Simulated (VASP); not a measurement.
HfRu3:

```
CELL_PARAMETERS angstrom
3.95577 0.00000 0.00000
0.00000 3.95577 0.00000
0.00000 0.00000 3.95577
ATOMIC_POSITIONS crystal
Hf 0.00000 0.00000 0.00000
Ru 0.50000 0.50000 0.00000
Ru 0.00000 0.50000 0.50000
Ru 0.50000 0.00000 0.50000
```

Base run:

```yaml
Program: VASP 6.6.1
Functional: revPBE
Potentials_or_basis: VASP PAW PBE potentials, release 64 (Hf_pv, Ru_pv)
Cutoff: 500 eV
k_mesh: 6 × 6 × 6
Occupations: fermi-dirac, width 0.1 eV
Spin: no spin polarisation
```

Its results: band gap on the k mesh zero (bands 26 and 27 overlap by 2.94 eV); pressure 1.3 GPa.

Task: After a change of settings the same cell gave: band gap on the k mesh zero (bands 26 and 27 overlap by 2.94 eV); pressure 2.4 GPa. Which change was it?
A. functional from revPBE to RPBE
B. functional from revPBE to LDA; potentials or basis from VASP PAW PBE potentials, release 64 (Hf_pv, Ru_pv) to VASP PAW LDA potentials, release 64 (Hf_pv, Ru_pv)
C. functional from revPBE to r2SCAN; cutoff from 500 eV to 550 eV
D. functional from revPBE to PBEsol

Result: A.

Caveats: the PAW data sets were made with another functional, which shifts forces and pressure a little; spin-orbit coupling is left out, which moves the levels of the heavy elements.
